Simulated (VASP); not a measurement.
A run of VASP 6.6.1:

INCAR

```
SYSTEM = Ta2Mo
PREC     = Accurate       ! precision mode
ENCUT    = 520            ! plane-wave cutoff, eV
EDIFF    = 1E-6           ! SCF threshold, eV
ISMEAR   = 0              ! smearing method
SIGMA    = 0.1            ! smearing width, eV
LREAL    = .False.        ! projectors in reciprocal space
LASPH    = .True.         ! aspherical terms in the spheres
NELM     = 80             ! most SCF steps
ALGO     = Fast           ! electronic algorithm
ISIF     = 2              ! what is computed and relaxed
LWAVE    = .False.        ! write WAVECAR
LCHARG   = .False.        ! write CHGCAR
GGA      = PE             ! functional
NBANDS   = 25             ! bands
```

File KPOINTS:

```
regular mesh
0
Gamma
  14 14 14
  0 0 0
```

The input POSCAR:

```
Ta2Mo
1.0
   -2.2117385894      2.2148371171      3.1308219193
    2.2117385894     -2.2148371171      3.1308219193
    2.2117385894      2.2148371171     -3.1308219193
Ta Mo
2 1
Direct
    0.2499824954      0.7499824954      0.5000000000
    0.7500175046      0.2500175046      0.5000000000
    0.0000000000      0.0000000000      0.0000000000
```

Potentials or basis: VASP PAW PBE potentials, release 64 (Ta_pv, Mo_sv).

Run with:

```console
$ cat potpaw_PBE.64/Ta_pv/POTCAR potpaw_PBE.64/Mo_sv/POTCAR > POTCAR
$ mpirun -np 1 vasp_std > vasp.out
```

Hardware: 1 thread of Intel(R) Xeon(R) 6975P-C (Granite Rapids) (shared host).

**Question.** Estimate the wall time of this run.

**Answer.** It took 6.8 min on 1 thread of Intel(R) Xeon(R) 6975P-C (Granite Rapids), with other jobs on the host, peak memory 0.68 GiB. Counts: scf iterations 19, k points 428.
